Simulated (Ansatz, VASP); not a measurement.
This is a calculation of NaCl for Ansatz 0.2.0.

input.yaml

```yaml
crystal:
  lattice:
    - [0.0, 2.7940632177, 2.7940632177]
    - [2.7940632177, 0.0, 2.7940632177]
    - [2.7940632177, 2.7940632177, 0.0]
  atoms:
    - { symbol: Cl, position: [0.5, 0.5, 0.5] }
    - { symbol: Na, position: [0.0, 0.0, 0.0] }
kpoints:
  mp_grid: { grid: [8, 8, 8] }
scf:
  occupations: { method: fermi_dirac, width: 0.05 }
hamiltonian:
  xc: revpbe
  pseudopotentials: { kind: all_electron, lapw: { basis_error: 0.001 } }
output:
  forces: true
  stress: true
relax:
  f_tol: 0.01
  max_steps: 60
  cell: {}
```

Potentials or basis: all-electron LAPW, scalar-relativistic.

The run is started by

```console
$ ansatz run input.yaml --threads 1 --pin off --max-ram 3072MiB --backend cpu --events-out ev --progress --plain --runs-dir out
```

Question: Set up the same calculation for VASP 6.6.1. Potentials there: VASP PAW PBE potentials, release 64 (Cl, Na_pv).

Answer: As run (the cutoff follows the program's own potentials):

The input INCAR:

```
SYSTEM = NaCl
PREC = Accurate ; ENCUT = 600
EDIFF = 1E-7 ; ISMEAR = -1
SIGMA = 0.05 ; LREAL = .FALSE.
LASPH = .TRUE. ; NELM = 60
ALGO = Normal ; ISIF = 3
LWAVE = .FALSE. ; LCHARG = .FALSE.
GGA = RE ; IBRION = 2
NSW = 80 ; EDIFFG = -0.01
```

File KPOINTS:

```
regular mesh
0
G
  8 8 8
  0 0 0
```

Contents of POSCAR:

```
NaCl
1.0
    0.0000000000      2.7940632177      2.7940632177
    2.7940632177      0.0000000000      2.7940632177
    2.7940632177      2.7940632177      0.0000000000
Cl Na
1 1
Direct
    0.5000000000      0.5000000000      0.5000000000
    0.0000000000      0.0000000000      0.0000000000
```

Potentials or basis: VASP PAW PBE potentials, release 64 (Cl, Na_pv).

Launch:

```console
$ cat potpaw_PBE.64/Cl/POTCAR potpaw_PBE.64/Na_pv/POTCAR > POTCAR
$ mpirun -np 1 vasp_std > vasp.out
```

Both were run:

|  | VASP | Ansatz | Ansatz less VASP |
| --- | --- | --- | --- |
| relaxed volume (Å³/atom) | 24.75 | 24.73 | -0.025 |
| relaxed cell length with the largest relative difference (Å) | 4.121 | 4.120 | -0.0014 |

VASP's potentials were made for PBE, not for revPBE. Ansatz ran all-electron here, and VASP with PAW potentials.
